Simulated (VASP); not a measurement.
The system is Nb.

```
Nb
1.0
     2.64996    0.00000    0.00000
     0.00000    3.67874    0.00000
    -0.20087    0.00000    3.78070
Nb
2
Cartesian
  1.1808 0.9197 2.8331
  1.2683 2.7591 0.9476
```

| Quantity | Value |
| --- | --- |
| Program | VASP 6.6.1 |
| Task | relaxation of cell and atoms |
| Functional | PBE |
| Potentials or basis | VASP PAW PBE potentials, release 64 (Nb_sv) |
| Cutoff | 600 eV |
| k mesh | 6 × 6 × 4 |
| Occupations | gaussian, width 0.1 eV |
| Spin | no spin polarisation |

At the start: pressure 14.3 GPa; volume 18.43 Å³/atom.

Q: Where does the relaxation end?

A: Over 25 steps the energy falls by 1029.2 meV/atom and the volume is 18.06 Å³/atom (-2.0 %); space group C2/m (No. 12, to 0.05 Å).

The path:
| step | energy change (eV) | largest force (eV/Å) | pressure (GPa) | volume (Å³) |
| --- | --- | --- | --- | --- |
| 1 | 0.0000 | 0.1107 | 14.27 | 36.86 |
| 2 | -0.0307 | 0.0688 | -14.82 | 46.24 |
| 3 | -0.2288 | 0.0635 | -3.72 | 41.42 |
| 4 | -0.6314 | 0.0782 | -8.32 | 41.90 |
| 5 | -1.2113 | 0.0950 | -13.52 | 41.93 |
| 6 | -1.6050 | 0.2717 | -10.42 | 39.29 |
| 7 | -1.5204 | 0.4710 | 14.95 | 33.86 |
| 8 | -1.7215 | 0.3511 | -1.66 | 36.83 |
| 9 | -1.7219 | 0.3574 | -1.14 | 36.71 |
| 10 | -1.8217 | 0.1541 | 1.49 | 36.10 |
| 11 | -1.9315 | 0.6693 | 12.01 | 33.92 |
| 12 | -1.9497 | 0.3723 | 8.21 | 34.63 |
| 13 | -1.9951 | 0.4198 | 4.84 | 35.14 |
| 14 | -2.0203 | 0.4585 | 1.57 | 35.79 |
| 15 | -2.0217 | 0.4624 | 0.64 | 35.99 |
| 16 | -2.0293 | 0.3707 | 0.17 | 36.08 |
| 17 | -2.0419 | 0.1005 | -1.26 | 36.34 |
| 18 | -2.0428 | 0.0402 | -1.69 | 36.43 |
| 19 | -2.0478 | 0.0850 | -0.11 | 36.09 |
| 20 | -2.0486 | 0.1294 | 0.80 | 35.90 |
| 21 | -2.0533 | 0.1261 | 0.85 | 35.90 |
| 22 | -2.0559 | 0.1230 | 1.02 | 35.89 |
| 23 | -2.0579 | 0.0580 | -0.58 | 36.23 |
| 24 | -2.0579 | 0.0625 | -0.47 | 36.20 |
| 25 | -2.0584 | 0.0200 | -0.05 | 36.12 |

Final structure:
```cif
data_structure
_symmetry_space_group_name_H-M 'P 1'
_symmetry_Int_Tables_number 1
_cell_length_a 3.2591
_cell_length_b 3.3208
_cell_length_c 4.4787
_cell_angle_alpha 90.000
_cell_angle_beta 131.824
_cell_angle_gamma 90.000
_cell_volume 36.12
loop_
_atom_site_label
_atom_site_type_symbol
_atom_site_fract_x
_atom_site_fract_y
_atom_site_fract_z
_atom_site_occupancy
Nb1 Nb 0.50045 0.25000 0.75014 1
Nb2 Nb 0.49955 0.75000 0.24986 1
```

Caveat: the k points lie up to 0.47 Å⁻¹ apart in the final cell.
